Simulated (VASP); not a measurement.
# AlN (P6_3mc) in VASP: electric field gradients with PBE

Aim: the electric field gradients of AlN with PBE.

Everything below comes from runs of VASP 6.6.1. Logs are shortened: lines on timing, memory, paths and dates and some standing lists are left out, and cuts for length are marked.

**Experimental background.**

From “Structural and optical properties of self-assembled AlN nanowires grown on SiO2/Si substrates by molecular beam epitaxy”, 2024, arxiv:2402.00216, for a bulk crystal of AlN at 0 K: band gap 6.0343 eV (an exciton energy, a little under the gap).

The results are compared with them further down.

### 1 The cell of the first run

Symmetry: P6_3mc, No. 186, hexagonal system. Conventional cell: a = 3.130 Å, b = 3.130 Å, c = 5.018 Å, α = 90.00°, β = 90.00°, γ = 120.00°. Al (site symmetry 3m) has 4 N at 1.90 to 1.91 Å within 2.5 Å. N (site symmetry 3m) has 4 Al at 1.90 to 1.91 Å within 2.5 Å.

### 2 Electric field gradients, PBE

Contents of INCAR:

```
SYSTEM = AlN
ALGO = Normal
EDIFF = 1E-8
ENCUT = 520
GGA = PE
ISIF = 2
ISMEAR = 0
LASPH = .TRUE.
LCHARG = .FALSE.
LEFG = .TRUE.
LREAL = .FALSE.
LWAVE = .FALSE.
NBANDS = 16
NELM = 100
PREC = Accurate
SIGMA = 0.05
```

Contents of KPOINTS:

```
k-points
0
G
  10 10 6
  0 0 0
```

Contents of POSCAR:

```
AlN
1.0
    3.1302231758      0.0000000000      0.0000000000
   -1.5651115879      2.7108527897      0.0000000000
    0.0000000000      0.0000000000      5.0180270175
Al N
2 2
Direct
    0.3333333333      0.6666666667     -0.0007699051
    0.6666666667      0.3333333333      0.4992300949
    0.3333333333      0.6666666667      0.3807699051
    0.6666666667      0.3333333333      0.8807699051
```

Potentials or basis: VASP PAW PBE potentials, release 64 (Al, N).

Command:

```
> cat potpaw_PBE.64/Al/POTCAR potpaw_PBE.64/N/POTCAR > POTCAR
> mpirun -np 1 vasp_std > vasp.out
```

OUTCAR:

```text
SYSTEM = AlN
   EDIFF = 1E-8
   ENCUT = 520
   GGA = PE
   ISIF = 2
   ISMEAR = 0
   LASPH = .TRUE.
   LREAL = .FALSE.
   NELM = 100
   PREC = Accurate

 ion  position               nearest neighbor table
   1  0.333  0.667  0.999-   4 1.90   4 1.90   4 1.90   3 1.91   2 3.09   2 3.09   2 3.09   2 3.09
                             2 3.09   2 3.09
   2  0.667  0.333  0.499-   3 1.90   3 1.90   3 1.90   4 1.91   1 3.09   1 3.09   1 3.09   1 3.09
                             1 3.09   1 3.09
   3  0.333  0.667  0.381-   2 1.90   2 1.90   2 1.90   1 1.91
   4  0.667  0.333  0.881-   1 1.90   1 1.90   1 1.90   2 1.91

  LATTYP: Found a hexagonal cell.
 ALAT       =     3.1302231758
 C/A-ratio  =     1.6030892162

  Lattice vectors:

 A1 = (   3.1302231758,   0.0000000000,   0.0000000000)
 A2 = (  -1.5651115879,   2.7108527897,   0.0000000000)
 A3 = (   0.0000000000,   0.0000000000,   5.0180270175)

Analysis of symmetry for initial positions (statically):
=====================================================================
 Subroutine PRICEL returns:
 Original cell was already a primitive cell.

 Routine SETGRP: Setting up the symmetry group for a
 hexagonal supercell.

 Subroutine GETGRP returns: Found 12 space group operations
 (whereof  6 operations were pure point group operations)
 out of a pool of 24 trial point group operations.

The static configuration has the point symmetry C_3v.
 The point group associated with its full space group is C_6v.

Analysis of symmetry for dynamics (positions and initial velocities):
=====================================================================
 Subroutine PRICEL returns:
 Original cell was already a primitive cell.

 Routine SETGRP: Setting up the symmetry group for a
 hexagonal supercell.

 Subroutine GETGRP returns: Found 12 space group operations
 (whereof  6 operations were pure point group operations)
 out of a pool of 24 trial point group operations.

The dynamic configuration has the point symmetry C_3v.
 The point group associated with its full space group is C_6v.

 Subroutine INISYM returns: Found 12 space group operations
 (whereof  6 operations are pure point group operations),
 and found     1 'primitive' translations

----------------------------------------------------------------------------------------

                                     Primitive cell

  volume of cell :      42.5808

  direct lattice vectors                    reciprocal lattice vectors
     3.130223176  0.000000000  0.000000000     0.319466039  0.184443804  0.000000000
    -1.565111588  2.710852790  0.000000000     0.000000000  0.368887608  0.000000000
     0.000000000  0.000000000  5.018027017     0.000000000  0.000000000  0.199281510

  length of vectors
     3.130223176  3.130223176  5.018027017     0.368887608  0.368887608  0.199281510

  position of ions in fractional coordinates (direct lattice)
     0.333333333  0.666666667  0.999230095
     0.666666667  0.333333333  0.499230095
     0.333333333  0.666666667  0.380769905
     0.666666667  0.333333333  0.880769905

  ion indices of the primitive-cell ions
   primitive index   ion index
                 1           1
                 2           2
                 3           3
                 4           4

----------------------------------------------------------------------------------------

 KPOINTS: k-points

Automatic generation of k-mesh.
 Grid dimensions read from file:
 generate k-points for:   10   10    6

 Generating k-lattice:

  Cartesian coordinates                     Fractional coordinates (reciprocal lattice)
     0.031946604  0.018444380  0.000000000     0.100000000 -0.000000000  0.000000000
     0.000000000  0.036888761  0.000000000     0.000000000  0.100000000  0.000000000
     0.000000000  0.000000000  0.033213585     0.000000000  0.000000000  0.166666667

  Length of vectors
[... 47 lines left out ...]
   ISTART =      0    job   : 0-new  1-cont  2-samecut
   ICHARG =      2    charge: 1-file 2-atom 10-const
   ISPIN  =      1    spin polarized calculation?
   LNONCOLLINEAR =      F non collinear calculations
   LSORBIT =      F    spin-orbit coupling
   LASPH  =      T    aspherical Exc in radial PAW
   ENCUT  =  520.0 eV  38.22 Ry    6.18 a.u.   5.82  5.82  9.33*2*pi/ulx,y,z
   NELM   =    100;   NELMIN=  2; NELMDL= -5     # of ELM steps
   EDIFF  = 0.1E-07   stopping-criterion for ELM
   LREAL  =      F    real-space projection
   EDIFFG = 0.1E-06   stopping-criterion for IOM
   NSW    =      0    number of steps for IOM
   IBRION =     -1    ionic relax: 0-MD 1-quasi-New 2-CG
   NFREE  =      0    steps in history (QN), initial steepest desc. (CG)
   ISIF   =      2    stress and relaxation
   ISYM   =      2    0-nonsym 1-usesym 2-fastsym
   POTIM  = 0.5000    time-step for ionic-motion
   TEBEG  =    0.0;   TEEND  =   0.0 temperature during run
   PSTRESS=    0.0 pullay stress
   NELECT =      16.0000    total number of electrons
   NUPDOWN=      -1.0000    fix difference up-down
   EMIN   =  10.00;   EMAX   =-10.00  energy-range for DOS
   EFERMI =   0.00;   METHOD = LEGACY
   ISMEAR =     0;   SIGMA  =   0.05  broadening in eV -4-tet -1-fermi 0-gaus
   EFERMI_NEDOS =   21; number of points for ismear=-14 and -15
   IALGO  =     38    algorithm
   IMIX   =      4    mixing-type and parameters
     AMIX     =   0.40;   BMIX     =  1.00
     AMIX_MAG =   1.60;   BMIX_MAG =  1.00
  volume/ion in A,a.u.               =      10.65        71.84
  Fermi-wavevector in a.u.,A,eV,Ry     =   1.181345  2.232418 18.987964  1.395576
  Thomas-Fermi vector in A             =   2.317620
   LORBIT       =      0    0 simple, 1 ext, 2 COOP (PROOUT), +10 PAW based schemes
   GGA     = PE    functional components
   LHFCALC =     F    Hartree Fock is set to
   AEXX    =    0.0000 exact exchange contribution
   IVDW    =     0    specifies the selected vdW correction
   LEPSILON=     F    determine dielectric tensor
   LRPA    =     F    only Hartree local field effects (RPA)
 non-spin polarized calculation
 Gauss-broadening in eV      SIGMA  =   0.05
  energy-cutoff  :      520.00
  volume of cell :       42.58
 maximum number of plane-waves:      1170
 NGX is ok and might be reduce to    24
   NGX = 11   NGY = 11   NGZ = 19

 number of electron      15.9999998 magnetization

 Free energy of the ion-electron system (eV)
  ---------------------------------------------------
  ext. energy  EPLUGINS =         0.00000000
  ---------------------------------------------------
  free energy    TOTEN  =       -29.78050191 eV

  energy without entropy =      -29.78050191  energy(sigma->0) =      -29.78050191

 E-fermi :   6.1574     XC(G=0): -10.8270

 val. band max:        5.9644396593   @ k =   0.0000   0.0000   0.0000
 cond. band min:      10.0074294166   @ k =   0.0000   0.0000   0.0000
 fundamental gap:      4.0429897573
 Fermi energy:         6.1574374533

 k-point     1 :       0.0000    0.0000    0.0000
  band No.  band energies     occupation
      1      -9.1031      2.00000
      2      -7.0204      2.00000
      3       0.0588      2.00000
      4       5.1191      2.00000
      5       5.1191      2.00000
      6       5.7617      2.00000
[... 433 lines left out ...]
      3       0.6317      2.00000
      4       1.6171      2.00000
      5       2.9452      2.00000
      6       3.7074      2.00000
[... 8 lines left out ...]
     15      18.4261      0.00000
     16      20.6578      0.00000

 [... further k-points ...]

------------------------ aborting loop because EDIFF is reached ----------------------------------------

  FORCE on cell =-STRESS in cart. coord.  units (eV):
  Direction    XX          YY          ZZ          XY          YZ          ZX
  --------------------------------------------------------------------------------------
  -------------------------------------------------------------------------------------
  Total       -0.0769151     -0.0769151     -0.0609498      0.0000000      0.0000000      0.0000000
  in kB       -2.8940611     -2.8940611     -2.2933397      0.0000000      0.0000000      0.0000000
  external PRESSURE =      -2.6938206 kB  Pullay stress =       0.0000000 kB

 VOLUME and BASIS-vectors are now :
 -----------------------------------------------------------------------------
  energy-cutoff  :      520.00
  volume of cell :       42.58
      direct lattice vectors                 reciprocal lattice vectors
     3.130223176  0.000000000  0.000000000     0.319466039  0.184443804  0.000000000
    -1.565111588  2.710852790  0.000000000     0.000000000  0.368887608  0.000000000
     0.000000000  0.000000000  5.018027017     0.000000000  0.000000000  0.199281510

 POSITION                                       TOTAL-FORCE (eV/Angst)
 -----------------------------------------------------------------------------------
     -0.00000      1.80724      5.01416         0.000000     -0.000000      0.000705
      1.56511      0.90362      2.50515        -0.000000     -0.000000      0.000705
     -0.00000      1.80724      1.91071         0.000000      0.000000     -0.000705
      1.56511      0.90362      4.41973        -0.000000     -0.000000     -0.000705
 -----------------------------------------------------------------------------------
    total drift:                               -0.000000     -0.000000      0.000546

  FREE ENERGIE OF THE ION-ELECTRON SYSTEM (eV)
  ---------------------------------------------------
  free  energy   TOTEN  =       -29.7805019104 eV

  energy  without entropy=      -29.7805019104  energy(sigma->0) =      -29.78050191

 Electric field gradients (V/A^2)
---------------------------------------------------------------------
 ion       V_xx      V_yy      V_zz      V_xy      V_xz      V_yz
---------------------------------------------------------------------
   1      -2.392    -2.392     4.784    -0.000     0.000    -0.000
   2      -2.392    -2.392     4.784    -0.000    -0.000     0.000
   3      -0.079    -0.080     0.159    -0.000    -0.000     0.000
   4      -0.079    -0.080     0.159    -0.000     0.000    -0.000
---------------------------------------------------------------------

 Electric field gradients after diagonalization (V/A^2)
 (convention: |V_zz| > |V_xx| > |V_yy|)
----------------------------------------------------------------------
 ion       V_xx      V_yy      V_zz     asymmetry (V_yy - V_xx)/ V_zz
----------------------------------------------------------------------
   1      -2.392    -2.392     4.784       0.000
   2      -2.392    -2.392     4.784       0.000
   3      -0.080    -0.079     0.159       0.007
   4      -0.080    -0.079     0.159       0.007
----------------------------------------------------------------------

           NMR quadrupolar parameters

 Cq : quadrupolar parameter    Cq=e*Q*V_zz/h
 eta: asymmetry parameters     (V_yy - V_xx)/ V_zz
 Q  : nuclear electric quadrupole moment in mb (millibarn)
----------------------------------------------------------------------
 ion       Cq(MHz)       eta       Q (mb)
----------------------------------------------------------------------
   1       0.012       0.000       1.000
   2       0.012       0.000       1.000
   3       0.000       0.007       1.000
   4       0.000       0.007       1.000
----------------------------------------------------------------------
```

Run time: 20 s. Hardware: 1 thread of Intel Xeon Platinum 8488C (Sapphire Rapids), shared host; peak memory 0.17 GiB.

Results:

```
Free energy                             : -29.7805 eV
Pressure                                : -0.3 GPa
Band gap on the k mesh                  : 4.04 eV
Largest electric field gradient by atom : Al +4.8; N +0.2 V/Å²
```

Electric field gradients, principal values (V/Å²):
| atom | least | middle | greatest (by size) |
| --- | --- | --- | --- |
| 1 Al | -2.392 | -2.392 | 4.784 |
| 2 Al | -2.392 | -2.392 | 4.784 |
| 3 N | -0.079 | -0.080 | 0.159 |
| 4 N | -0.079 | -0.080 | 0.159 |

Caveat: without QUAD_EFG the Cq values of the log hold for a quadrupole moment of 1 mb, not for the nuclei.

### 3 Comparison with measurements

Step 2. Measured gap of AlN: 6.0343 eV (an exciton energy, a little under the gap; 0 K; quoted in “Structural and optical properties of self-assembled AlN nanowires grown on SiO2/Si substrates by molecular beam epitaxy”, 2024, arxiv:2402.00216). This calculation gives 4.04 eV (-1.99 eV). 2 values of this kind are on record (6.034 to 6.0343 eV); this one was drawn at random. The value is that of PBE, without temperature or zero-point motion. Semilocal functionals fall short of measured gaps as a rule.
